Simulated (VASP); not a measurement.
Input of a VASP 6.6.1 run:

File INCAR:

```
PREC = Accurate ; ENCUT = 600
EDIFF = 1E-6 ; ISMEAR = -1
SIGMA = 0.08 ; LREAL = F
LASPH = T ; NELM = 80
ALGO = Normal ; ISIF = 3
LWAVE = F ; LCHARG = F
GGA = PS ; IBRION = 2
NSW = 32 ; EDIFFG = -0.005
PSTRESS = 670.0
```

File KPOINTS:

```
regular mesh
0
Gamma
  12 12 12
```

Contents of POSCAR:

```
Tl
1.0
    0.0000000000      2.7948949353      2.7948949353
    2.7948949353      0.0000000000      2.7948949353
    2.7948949353      2.7948949353      0.0000000000
Tl
2
Direct
   -0.1250000000     -0.1250000000     -0.1250000000
    0.1250000000      0.1250000000      0.1250000000
```

Potentials or basis: VASP PAW PBE potentials, release 64 (Tl_d).

The run is started by

```console
$ cat potpaw_PBE.64/Tl_d/POTCAR > POTCAR
$ mpirun -np 1 vasp_std > vasp.out
```

Q: Estimate the space group after relaxing (to 0.1 Å).

A: Fd-3m (No. 227).

Q: What does it give for the relaxed volume?

A: 21.86 Å³/atom.

Q: What does it give for the relaxed cell?

A: a = 3.954 Å, b = 3.954 Å, c = 3.954 Å, α = 60.00°, β = 60.00°, γ = 60.00°.

Q: What does it give for the band gap on the k mesh?

A: Zero (bands 13 and 14 overlap by 7.67 eV).

Step by step:
| step | energy change (eV) | largest force (eV/Å) | pressure (GPa) | volume (Å³) |
| --- | --- | --- | --- | --- |
| 1 | 0.0000 | 0.0000 | 67.31 | 43.66 |
| 2 | -0.1115 | 0.0000 | 65.51 | 43.93 |
| 3 | -0.0195 | 0.0000 | 67.04 | 43.71 |
| 4 | -0.0219 | 0.0000 | 66.97 | 43.72 |

Caveat: the cell is relaxed towards a set pressure, so the run minimises the enthalpy, not the energy; the PAW data sets were made with another functional, which shifts forces and pressure a little; spin-orbit coupling is left out, which moves the levels of the heavy elements.
